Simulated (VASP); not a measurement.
# Al2Cu (Fmmm) in VASP: notebook

Runs on Al2Cu. Level: PBE. Tasks: single point.

All numbers are computed with VASP 6.6.1; they aren't measurements. Logs are shortened: lines on timing, memory, paths and dates and some standing lists are left out, and cuts for length are marked.

### 1 The cell of the first run

Symmetry: Fmmm, No. 69, orthorhombic system. The conventional cell has a = 5.513 Å, b = 5.841 Å, c = 5.995 Å, α = 90.00°, β = 90.00°, γ = 90.00°. Al (site symmetry 222) has 4 Cu at 2.51 Å and 6 Al at 2.76 to 3.00 Å within 3.3 Å. Cu (site symmetry mmm) has 8 Al at 2.51 Å within 3.3 Å.

### 2 Single point, PBE

Input file INCAR:

```
SYSTEM = Al2Cu
PREC     = Accurate       ! precision mode
ENCUT    = 520            ! plane-wave cutoff, eV
EDIFF    = 1E-7           ! SCF threshold, eV
ISMEAR   = 0              ! smearing method
SIGMA    = 0.15           ! smearing width, eV
LREAL    = .FALSE.        ! projectors in reciprocal space
LASPH    = .TRUE.         ! aspherical terms in the spheres
NELM     = 60             ! most SCF steps
ALGO     = Fast           ! electronic algorithm
ISIF     = 2              ! what is computed and relaxed
LWAVE    = .FALSE.        ! write WAVECAR
LCHARG   = .FALSE.        ! write CHGCAR
GGA      = PE             ! functional
NBANDS   = 16             ! bands
```

Input file KPOINTS:

```
Automatic mesh
0
G
  14 14 14
  0 0 0
```

Input file POSCAR:

```
Al2Cu
1.0
   -2.1195350899      2.1195350899      2.7563729399
    2.1195350899     -2.1195350899      2.7563729399
    2.0651487170      2.0651487170     -2.7563729399
Al Cu
2 1
Direct
    0.7500000000      0.2500000000      0.5000000000
    0.2500000000      0.7500000000      0.5000000000
    0.5000000000      0.5000000000      0.0000000000
```

Potentials or basis: VASP PAW PBE potentials, release 64 (Al, Cu).

Launch:

```sh
$ cat potpaw_PBE.64/Al/POTCAR potpaw_PBE.64/Cu/POTCAR > POTCAR
$ mpirun -np 1 vasp_std > vasp.out
```

OUTCAR:

```text
SYSTEM = Al2Cu
   PREC = Accurate
   ENCUT = 520
   EDIFF = 1E-7
   ISMEAR = 0
   LREAL = .FALSE.
   LASPH = .TRUE.
   NELM = 60
   ISIF = 2
   GGA = PE

 ion  position               nearest neighbor table
   1  0.750  0.250  0.500-   3 2.51   3 2.51   3 2.51   3 2.51   2 2.76   2 2.76   2 2.92   2 2.92
                             2 3.00   2 3.00
   2  0.250  0.750  0.500-   3 2.51   3 2.51   3 2.51   3 2.51   1 2.76   1 2.76   1 2.92   1 2.92
                             1 3.00   1 3.00
   3  0.500  0.500  0.000-   1 2.51   2 2.51   1 2.51   2 2.51   2 2.51   1 2.51   2 2.51   1 2.51

  LATTYP: Found a face centered orthorhombic cell.
 ALAT       =     5.5127458798
 B/A-ratio  =     1.0595668248
 C/A-ratio  =     1.0874708668

  Lattice vectors:

 A1 = (  -0.0543863729,   4.1846838069,   0.0000000000)
 A2 = (  -2.1195350899,   2.1195350899,   2.7563729399)
 A3 = (   2.0651487170,   2.0651487170,   2.7563729399)

Analysis of symmetry for initial positions (statically):
=====================================================================
 Subroutine PRICEL returns:
 Original cell was already a primitive cell.

 Routine SETGRP: Setting up the symmetry group for a
 face centered orthorhombic supercell.

 Subroutine GETGRP returns: Found  8 space group operations
 (whereof  8 operations were pure point group operations)
 out of a pool of  8 trial point group operations.

The static configuration has the point symmetry D_2h.

Analysis of symmetry for dynamics (positions and initial velocities):
=====================================================================
 Subroutine PRICEL returns:
 Original cell was already a primitive cell.

 Routine SETGRP: Setting up the symmetry group for a
 face centered orthorhombic supercell.

 Subroutine GETGRP returns: Found  8 space group operations
 (whereof  8 operations were pure point group operations)
 out of a pool of  8 trial point group operations.

The dynamic configuration has the point symmetry D_2h.

 Subroutine INISYM returns: Found  8 space group operations
 (whereof  8 operations are pure point group operations),
 and found     1 'primitive' translations

----------------------------------------------------------------------------------------

                                     Primitive cell

  volume of cell :      48.2603

  direct lattice vectors                    reciprocal lattice vectors
    -2.119535090  2.119535090  2.756372940     0.003106263  0.239007052  0.181397805
     2.119535090 -2.119535090  2.756372940     0.239007052  0.003106263  0.181397805
[... 90 lines left out ...]
   NSW    =      0    number of steps for IOM
   IBRION =     -1    ionic relax: 0-MD 1-quasi-New 2-CG
   NFREE  =      0    steps in history (QN), initial steepest desc. (CG)
   ISIF   =      2    stress and relaxation
   ISYM   =      2    0-nonsym 1-usesym 2-fastsym
   POTIM  = 0.5000    time-step for ionic-motion
   TEBEG  =    0.0;   TEEND  =   0.0 temperature during run
   PSTRESS=    0.0 pullay stress
   NELECT =      17.0000    total number of electrons
   NUPDOWN=      -1.0000    fix difference up-down
   EMIN   =  10.00;   EMAX   =-10.00  energy-range for DOS
   EFERMI =   0.00;   METHOD = LEGACY
   ISMEAR =     0;   SIGMA  =   0.15  broadening in eV -4-tet -1-fermi 0-gaus
   EFERMI_NEDOS =   21; number of points for ismear=-14 and -15
   IALGO  =     68    algorithm
   IMIX   =      4    mixing-type and parameters
     AMIX     =   0.40;   BMIX     =  1.00
     AMIX_MAG =   1.60;   BMIX_MAG =  1.00
  volume/ion in A,a.u.               =      16.09       108.56
  Fermi-wavevector in a.u.,A,eV,Ry     =   1.156186  2.184875 18.187817  1.336767
  Thomas-Fermi vector in A             =   2.292809
   LORBIT       =      0    0 simple, 1 ext, 2 COOP (PROOUT), +10 PAW based schemes
   GGA     = PE    functional components
   LHFCALC =     F    Hartree Fock is set to
   AEXX    =    0.0000 exact exchange contribution
   IVDW    =     0    specifies the selected vdW correction
   LEPSILON=     F    determine dielectric tensor
   LRPA    =     F    only Hartree local field effects (RPA)
 non-spin polarized calculation
 RMM-DIIS sequential band-by-band and
 Gauss-broadening in eV      SIGMA  =   0.15
  energy-cutoff  :      520.00
  volume of cell :       48.26
 maximum number of plane-waves:      1327
   NGX = 15   NGY = 15   NGZ = 15

 number of electron      16.9999998 magnetization

 Free energy of the ion-electron system (eV)
  ---------------------------------------------------
  ext. energy  EPLUGINS =         0.00000000
  ---------------------------------------------------
  free energy    TOTEN  =       -11.69891351 eV

  energy without entropy =      -11.68829086  energy(sigma->0) =      -11.69360219

 E-fermi :   6.9117     XC(G=0): -10.4130

 val. band max:        6.9075147195   @ k =   0.1429  -0.0000  -0.0000
 cond. band min:       6.9197019626   @ k =   0.2857   0.1429   0.0714
 fundamental gap:      0.0121872431
 Fermi energy:         6.9116562024

 k-point     1 :       0.0000    0.0000    0.0000
  band No.  band energies     occupation
      1      -3.2222      2.00000
      2       2.3840      2.00000
      3       2.4418      2.00000
      4       2.4640      2.00000
      5       2.9144      2.00000
      6       3.0297      2.00000
[... 433 lines left out ...]
      3       2.5112      2.00000
      4       2.6167      2.00000
      5       2.9450      2.00000
      6       3.0561      2.00000
[... 8 lines left out ...]
     15      14.2113      0.00000
     16      17.2284      0.00000

 [... further k-points ...]

------------------------ aborting loop because EDIFF is reached ----------------------------------------

  FORCE on cell =-STRESS in cart. coord.  units (eV):
  Direction    XX          YY          ZZ          XY          YZ          ZX
  --------------------------------------------------------------------------------------
  -------------------------------------------------------------------------------------
  Total       -0.4665319     -0.4665319      1.7002118      0.2642279      0.0000000      0.0000000
  in kB      -15.4882372    -15.4882372     56.4447692      8.7720142      0.0000000      0.0000000
  external PRESSURE =       8.4894316 kB  Pullay stress =       0.0000000 kB

 VOLUME and BASIS-vectors are now :
 -----------------------------------------------------------------------------
  energy-cutoff  :      520.00
  volume of cell :       48.26
      direct lattice vectors                 reciprocal lattice vectors
    -2.119535090  2.119535090  2.756372940     0.003106263  0.239007052  0.181397805
     2.119535090 -2.119535090  2.756372940     0.239007052  0.003106263  0.181397805
     2.065148717  2.065148717 -2.756372940     0.242113314  0.242113314  0.000000000

 POSITION                                       TOTAL-FORCE (eV/Angst)
 -----------------------------------------------------------------------------------
     -0.02719      2.09234      1.37819        -0.000000      0.000000     -0.000000
      2.09234     -0.02719      1.37819         0.000000     -0.000000      0.000000
      0.00000      0.00000      2.75637         0.000000     -0.000000     -0.000000
 -----------------------------------------------------------------------------------
    total drift:                                0.000000     -0.000000      0.000000

  FREE ENERGIE OF THE ION-ELECTRON SYSTEM (eV)
  ---------------------------------------------------
  free  energy   TOTEN  =       -11.6989135128 eV

  energy  without entropy=      -11.6882908604  energy(sigma->0) =      -11.69360219
```

stdout:

```text
POSCAR found type information on POSCAR AlCu
 POSCAR found :  2 types and       3 ions
 scaLAPACK will be used
 LDA part: xc-table for (Slater+PW92), standard interpolation
 POSCAR, INCAR and KPOINTS ok, starting setup
 FFT: planning ... GRIDC
 FFT: planning ... GRID_SOFT
 FFT: planning ... GRID
 WAVECAR not read
 entering main loop
WARNING in EDDRMM: call to ZHEGV failed, returncode =   8  4     15
WARNING in EDDRMM: call to ZHEGV failed, returncode =   8  4     16
```

It took 9.4 min on 1 thread of Intel Xeon Platinum 8375C at 2.90GHz (Ice Lake), shared host; peak memory 0.42 GiB.

Results:

| Quantity | Value |
| --- | --- |
| Free energy | -11.6989 eV |
| Pressure | 0.8 GPa |
| Band gap on the k mesh | zero (an odd number of electrons rules out a gap without spin polarisation) |

Stress tensor (GPa, compression positive):
```
-1.55  0.88  0.00
 0.88 -1.55  0.00
 0.00  0.00  5.64
```

Caveat: the cell differs from its parent crystal (strain +e along x and -e along y -0.0133, strain +e along z and -e/2 along x and y -0.0467); the stress differs along the axes, from -2 to 6 GPa.

### 3 Single point, PBE

This run uses another cell than the first one, of the same volume but with other edges.

Input file INCAR:

```
  PREC = Accurate
  ENCUT = 520
  EDIFF = 1E-6
  ISMEAR = 0
  SIGMA = 0.15
  LREAL = F
  LASPH = T
  NELM = 100
  ALGO = Fast
  ISIF = 2
  LWAVE = F
  LCHARG = F
  GGA = PE
  NBANDS = 16
```

Input file KPOINTS:

```
regular mesh
0
Gamma
  14 14 14
```

Input file POSCAR:

```
Al2Cu
1.0
   -2.0786430802      2.0786430802      3.0264298293
    2.0786430802     -2.0786430802      3.0264298293
    1.9150750417      1.9150750417     -3.0264298293
Al Cu
2 1
Direct
    0.7500000000      0.2500000000      0.5000000000
    0.2500000000      0.7500000000      0.5000000000
    0.5000000000      0.5000000000      0.0000000000
```

Potentials or basis: VASP PAW PBE potentials, release 64 (Al, Cu).

Launch:

```sh
$ cat potpaw_PBE.64/Al/POTCAR potpaw_PBE.64/Cu/POTCAR > POTCAR
$ mpirun -np 1 vasp_std > vasp.out
```

Run time: 7.4 min. Hardware: 1 thread of Intel Xeon Platinum 8375C at 2.90GHz (Ice Lake), shared host; peak memory 0.43 GiB.

It converged, with:

| Quantity | Value |
| --- | --- |
| Free energy | -11.6530 eV |
| Pressure | 1.4 GPa |
| Band gap on the k mesh | zero (an odd number of electrons rules out a gap without spin polarisation) |

Stress tensor (GPa, compression positive):
```
 3.48  4.66  0.00
 4.66  3.48  0.00
 0.00  0.00 -2.89
```

Levels at points of the mesh, in eV from the Fermi level:
```tsv
k point	band 7	band 8	band 9	band 10	band 11	band 12
(0.00, 0.00, 0.00)	2.19	2.59	2.86	3.11	3.41	3.42
(0.50, 0.00, 0.00)	-3.78	0.21	0.95	2.40	2.76	4.41
(0.50, 0.50, 0.00)	-3.62	-2.19	-1.38	0.53	1.72	8.61
(0.00, 0.00, 0.50)	-3.46	-2.45	-2.24	-0.43	1.19	9.07
(0.50, 0.50, 0.50)	-3.70	-1.92	-1.31	0.87	1.87	8.76
```

Caveat: the cell differs from its parent crystal (strain +e along x and -e along y -0.0400, strain +e along z and -e/2 along x and y +0.0467); the stress differs along the axes, from -3 to 3 GPa.

### 4 Single point, PBE

Input file INCAR:

```
SYSTEM = Al2Cu
PREC = Accurate
ENCUT = 520
EDIFF = 1E-7
ISMEAR = 0
SIGMA = 0.15
LREAL = .False.
LASPH = .True.
NELM = 100
ALGO = Fast
ISIF = 2
LWAVE = .False.
LCHARG = .True.
GGA = PE
LELF = .True.
LVHAR = .True.
NBANDS = 16
```

Input file KPOINTS:

```
Automatic mesh
0
Gamma
  14 14 14
  0 0 0
```

Input file POSCAR:

```
Al2Cu
1.0
   -2.1707523320      2.1707523320      2.6890032877
    2.1707523320     -2.1707523320      2.6890032877
    2.0615706662      2.0615706662     -2.6890032877
Al Cu
2 1
Direct
    0.7500000000      0.2500000000      0.5000000000
    0.2500000000      0.7500000000      0.5000000000
    0.5000000000      0.5000000000      0.0000000000
```

Launch:

```sh
$ cat potpaw_PBE.64/Al/POTCAR potpaw_PBE.64/Cu/POTCAR > POTCAR
$ mpirun -np 1 vasp_std > vasp.out
```

It took 9.8 min on 1 thread of Intel Xeon Platinum 8375C at 2.90GHz (Ice Lake), shared host; peak memory 0.42 GiB.

It converged, with:

```yaml
Free_energy: -11.6229 eV
Pressure: 1.8 GPa
Band_gap_on_the_k_mesh: zero (an odd number of electrons rules out a gap without spin polarisation)
```

Stress tensor (GPa, compression positive):
```
-1.97  1.46  0.00
 1.46 -1.97  0.00
 0.00  0.00  9.24
```

Levels at points of the mesh, in eV from the Fermi level:
| k point | band 5 | band 6 | band 7 | band 8 | band 9 | band 10 | band 11 | band 12 | band 13 | band 14 |
| --- | --- | --- | --- | --- | --- | --- | --- | --- | --- | --- |
| (0.00, 0.00, 0.00) | -4.01 | -3.83 | 2.13 | 2.45 | 2.95 | 3.04 | 3.47 | 3.60 | 4.18 | 5.19 |
| (0.50, 0.00, 0.00) | -3.95 | -3.85 | -3.76 | 0.13 | 1.02 | 2.22 | 2.84 | 4.54 | 4.64 | 8.94 |
| (0.50, 0.50, 0.00) | -3.95 | -3.85 | -3.70 | -1.82 | -1.21 | 1.05 | 1.95 | 8.78 | 9.51 | 10.62 |
| (0.00, 0.00, 0.50) | -3.87 | -3.84 | -3.58 | -2.31 | -1.34 | 0.45 | 1.70 | 8.49 | 8.52 | 9.29 |
| (0.50, 0.50, 0.50) | -3.88 | -3.80 | -3.43 | -2.56 | -2.19 | -0.50 | 1.15 | 9.04 | 9.47 | 9.60 |

Caveat: the cell differs from its parent crystal (strain +e along x and -e along y -0.0267, strain +e along z and -e/2 along x and y -0.0700); the stress differs along the axes, from -2 to 9 GPa.

### 5 Summary

| cell | further INCAR settings | gap on the mesh (eV) | pressure (GPa) |
| --- | --- | --- | --- |
| a = 4.072, b = 4.072, c = 4.016 Å, angles 117.7, 117.7, 94.8°, 3 atoms | ALGO = Fast; EDIFF = 1e-07; NBANDS = 16 | none | 0.8 |
| a = 4.219, b = 4.219, c = 4.061 Å, angles 122.3, 122.3, 88.3°, 3 atoms | ALGO = Fast; EDIFF = 1e-06; NBANDS = 16 | none | 1.4 |
| a = 4.081, b = 4.081, c = 3.966 Å, angles 116.5, 116.5, 97.6°, 3 atoms | ALGO = Fast; EDIFF = 1e-07; NBANDS = 16 | none | 1.8 |

Alike in all rows: task single point; level PBE; potentials or basis VASP PAW PBE potentials, release 64 (Al, Cu); no spin polarisation; k mesh 14 × 14 × 14; cutoff (eV) 520; smearing gaussian 0.15 eV.

Caveats: the stress differs along the axes, from -2 to 6 GPa (at least some runs); the stress differs along the axes, from -3 to 3 GPa (at least some runs); the stress differs along the axes, from -2 to 9 GPa (at least some runs).

Total energies depend on the potentials used, so only differences within one code and one set of settings carry meaning.
